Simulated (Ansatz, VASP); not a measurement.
## WS3 in VASP and in Ansatz

```xyz
8
Lattice="6.3683 0.0000 0.0000 0.0000 6.3683 0.0000 0.0000 0.0000 6.5673" Properties=species:S:1:pos:R:3 pbc="T T T"
W     3.1841    0.0000    5.9803
W     0.0000    3.1841    0.5870
S     1.5921    4.7762    0.0000
S     4.7762    4.7762    0.0000
S     4.7762    1.5921    0.0000
S     1.5921    1.5921    0.0000
S     3.1841    0.0000    3.8528
S     0.0000    3.1841    2.7146
```

Alike in both runs: functional PBE; k mesh 6 × 6 × 8; occupations gaussian, width 0.1 eV; no spin polarisation.

Ansatz relaxed the structure, and its values are those at the end. VASP's run is a single point on that final structure, the one shown.

```csv
,VASP,Ansatz
version,VASP 6.6.1,Ansatz 0.2.0
potentials or method,"VASP PAW PBE potentials, release 64 (W_sv, S), cutoff 520 eV","scalar-relativistic, plane waves, PAW"
valence electrons in the cell,64,64
```

VASP gave:

```
pressure (GPa)                     : 0.0
rms of the force components (eV/Å) : 0.005
```

What did Ansatz give for the same quantities?

Pressure (GPa): 0.0; rms of the force components (eV/Å): 0.001.

Spin-orbit coupling is off throughout.
